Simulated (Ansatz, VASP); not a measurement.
## BeTe: VASP beside Ansatz

```xyz
2
Lattice="0.0000 2.8286 2.8286 2.8286 0.0000 2.8286 2.8286 2.8286 0.0000" Properties=species:S:1:pos:R:3 pbc="T T T"
Be    0.0000    0.0000    0.0000
Te    1.4143    1.4143    1.4143
```

Alike in both runs: task single point; functional HSE06; k mesh 6 × 6 × 6; no spin polarisation.

|  | VASP | Ansatz |
| --- | --- | --- |
| version | VASP 6.6.1 | Ansatz 0.2.0 |
| potentials or method | VASP PAW PBE potentials, release 64 (Be, Te) | plane waves, PAW |
| plane-wave cutoff (eV) | 520 | 420 |
| occupations | gaussian, width 0.01 eV | fixed |
| valence electrons in the cell | 8 | 18 |

```tsv
	VASP	Ansatz	Ansatz less VASP
gap on the k mesh at the Fermi level (eV)	2.67	2.69	+0.022
pressure (GPa)	-0.9	-0.8	+0.11
```

VASP's potentials hold 8 valence electrons a cell and Ansatz's 18, so a difference there can come from the potentials and not from the codes. Ansatz's warnings: stress exchange threshold loose, stress scf threshold loose.

Spin-orbit coupling is off throughout.
